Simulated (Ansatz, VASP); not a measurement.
## GaN: VASP beside Ansatz

```
Ga N
1.0
     2.76149    0.00000    0.00000
     0.00000    2.76149    0.00000
     0.00000    0.00000    2.76149
Ga N
1 1
Direct
  0.00000 0.00000 0.00000
  0.50000 0.50000 0.50000
```

Alike in both runs: task single point; functional LDA; k mesh 6 × 6 × 6; occupations gaussian, width 0.05 eV; no spin polarisation.

|  | VASP | Ansatz |
| --- | --- | --- |
| version | VASP 6.6.1 | Ansatz 0.2.0 |
| potentials or method | VASP PAW LDA potentials, release 64 (Ga_d, N), cutoff 600 eV | scalar-relativistic, plane waves, PAW |
| valence electrons in the cell | 18 | 18 |

Ansatz gave:

* gap on the k mesh at the Fermi level (eV): none
* pressure (GPa): -13.2

Problem. Which values does VASP return?

Solution. gap on the k mesh at the Fermi level (eV): none; pressure (GPa): -13.0.

LDA's correlation is that of Perdew and Zunger in VASP and of Perdew and Wang (1992) in Ansatz. A gap of «none» marks a metal or a gap that the smearing closes.

The k mesh is coarse, so the values compare programs but aren't converged.
